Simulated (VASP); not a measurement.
Here is a VASP 6.6.1 calculation.

INCAR

```
SYSTEM = Cl
PREC = Accurate
ENCUT = 520
EDIFF = 1E-6
ISMEAR = -1
SIGMA = 0.08
LREAL = .False.
LASPH = .True.
NELM = 60
ALGO = Normal
ISIF = 2
LWAVE = .False.
LCHARG = .False.
GGA = CA
NBANDS = 14
```

KPOINTS

```
Automatic mesh
0
Gamma
  11 11 11
  0 0 0
```

File POSCAR:

```
Cl
1.0
    0.0000000000      2.6091843357      2.6091843357
    2.6091843357      0.0000000000      2.6091843357
    2.6091843357      2.6091843357      0.0000000000
Cl
2
Direct
   -0.1250000000     -0.1250000000     -0.1250000000
    0.1250000000      0.1250000000      0.1250000000
```

Potentials or basis: VASP PAW LDA potentials, release 64 (Cl).

Launch:

```bash
$ cat potpaw_LDA.64/Cl/POTCAR > POTCAR
$ mpirun -np 1 vasp_std > vasp.out
```

Q: Estimate the pressure.

A: 38.8 GPa.

Q: Predict the band gap on the k mesh.

A: Zero (band 7 reaches 7.01 eV, above the bottom of band 8 at 3.22 eV).
